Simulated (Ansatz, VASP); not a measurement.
Au: VASP beside Ansatz

INCAR

```
PREC = Accurate
ENCUT = 520
EDIFF = 1E-7
ISMEAR = -1
SIGMA = 0.1
LREAL = F
LASPH = T
NELM = 80
ALGO = Normal
ISIF = 2
LWAVE = F
LCHARG = F
NBANDS = 18
```

KPOINTS

```
Automatic mesh
0
Gamma
  10 10 10
```

File POSCAR:

```
Au
1.0
    0.0000000000      3.0156551513      3.0156551513
    3.0156551513      0.0000000000      3.0156551513
    3.0156551513      3.0156551513      0.0000000000
Au
2
Direct
    0.1250000000      0.1250000000      0.1250000000
    0.8750000000      0.8750000000      0.8750000000
```

Input for Ansatz:

```yaml
crystal:
  lattice:
    - [0.0, 3.0156551513, 3.0156551513]
    - [3.0156551513, 0.0, 3.0156551513]
    - [3.0156551513, 3.0156551513, 0.0]
  atoms:
    - { symbol: Au, position: [0.125, 0.125, 0.125] }
    - { symbol: Au, position: [0.875, 0.875, 0.875] }
hamiltonian:
  xc: lda
  pseudopotentials:
    kind: paw
    azcp:
      Au: "pseudopotentials/Au.paw.azcp"
basis:
  ecutwfc: 420
  fft_grid_basis: typed
kpoints:
  mp_grid: { grid: [10, 10, 10], shift: [0, 0, 0] }
magnetization:
  spin_polarized: false
scf:
  occupations: { method: fermi_dirac, width: 0.1 }
  lower_state_search: "off"
output:
  stress: true
```

Alike in both runs: task single point; functional LDA; k mesh 10 × 10 × 10; occupations fermi-dirac, width 0.1 eV; no spin polarisation.

```csv
,VASP,Ansatz
version,VASP 6.6.1,Ansatz 0.2.0
potentials or method,"VASP PAW LDA potentials, release 64 (Au), cutoff 520 eV","plane waves (420 eV) with PAW, scalar-relativistic"
valence electrons in the cell,22,38
```

```tsv
	VASP	Ansatz	Ansatz less VASP
pressure (GPa)	-2.6	-2.9	-0.24
```

Ansatz warns that its potentials were made for another functional, while VASP's fit it. LDA's correlation is that of Perdew and Zunger in VASP and of Perdew and Wang (1992) in Ansatz. VASP's potentials hold 22 valence electrons a cell and Ansatz's 38, so a difference there can come from the potentials and not from the codes.

Spin-orbit coupling is off throughout.
